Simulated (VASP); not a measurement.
CdS:

```
Cd S
1.0
     4.43249    0.00000    0.00000
    -2.21624    3.83865    0.00000
     0.00000    0.00000    5.83080
Cd S
2 2
Direct
  0.33333 0.66667 0.25000
  0.66667 0.33333 0.75000
  0.66667 0.33333 0.25000
  0.33333 0.66667 0.75000
```

```yaml
Program: VASP 6.6.1
Task: relaxation of cell and atoms
Functional: LDA
Potentials_or_basis: VASP PAW LDA potentials, release 64 (Cd, S)
Cutoff: 600 eV
k_mesh: 6 × 6 × 4
Occupations: fermi-dirac, width 0.02 eV
Spin: no spin polarisation
```

At the start: pressure -4.7 GPa; volume 24.80 Å³/atom.

Question: How do energy, volume and symmetry change on relaxing?

Answer: Over 9 steps the energy falls by 30.4 meV/atom and the volume is 22.89 Å³/atom (-7.7 %); space group P6_3/mmc (No. 194, to 0.1 Å) before and after.

The path:
| step | energy change (eV) | largest force (eV/Å) | pressure (GPa) | volume (Å³) |
| --- | --- | --- | --- | --- |
| 1 | 0.0000 | 0.0000 | -4.74 | 99.21 |
| 2 | -0.0967 | 0.0000 | 2.43 | 89.04 |
| 3 | -0.1178 | 0.0000 | -0.03 | 91.84 |
| 4 | -0.1203 | 0.0000 | 0.01 | 91.70 |
| 5 | -0.1217 | 0.0000 | 0.04 | 91.51 |
| 6 | -0.1218 | 0.0000 | 0.07 | 91.47 |
| 7 | -0.1218 | 0.0000 | 0.06 | 91.48 |
| 8 | -0.1218 | 0.0000 | -0.06 | 91.62 |
| 9 | -0.1218 | 0.0000 | 0.00 | 91.55 |

Final structure:
```
Cd S
1.0
     4.33785    0.00000    0.00000
    -2.16892    3.75669    0.00000
     0.00000    0.00000    5.61808
Cd S
2 2
Direct
  0.33333 0.66667 0.25000
  0.66667 0.33333 0.75000
  0.66667 0.33333 0.25000
  0.33333 0.66667 0.75000
```
